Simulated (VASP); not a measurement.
Runs of VASP 6.6.1 on GaN. It takes space group Fm-3m (No. 225, cubic). The conventional cell has a = 4.217 Å, b = 4.217 Å, c = 4.217 Å, α = 90.00°, β = 90.00°, γ = 90.00°. Within 2.8 Å of Ga (site symmetry m-3m) lie 6 N at 2.11 Å. Within 2.8 Å of N (site symmetry m-3m) lie 6 Ga at 2.11 Å. 

| level | potentials or basis | k mesh | gap on the mesh (eV) | pressure (GPa) |
| --- | --- | --- | --- | --- |
| PBE | VASP PAW PBE potentials, release 64 (Ga_d, N) | 6 × 6 × 6 | 0.62 | 8.9 |
| LDA | VASP PAW LDA potentials, release 64 (Ga_d, N) | 6 × 6 × 6 | (a) | -4.9 |
| PBE | VASP PAW PBE potentials, release 64 (Ga_d, N) | 8 × 8 × 8 | (b) | 9.1 |
| r2SCAN | VASP PAW PBE potentials, release 64 (Ga_d, N) | 6 × 6 × 6 | 1.13 | (c) |

Alike in all rows: task single point; no spin polarisation; cell as given; cutoff (eV) 520; smearing gaussian 0.01 eV.

Problem. Estimate the missing entries.

Solution. (a) 0.44; (b) 0.65; (c) 1.2.

Caveats: some runs use coarse meshes; the PAW data sets were made with another functional, which shifts forces and pressure a little (some runs).

A k mesh can miss the band edges, and the runs leave out spin-orbit coupling on Ga.
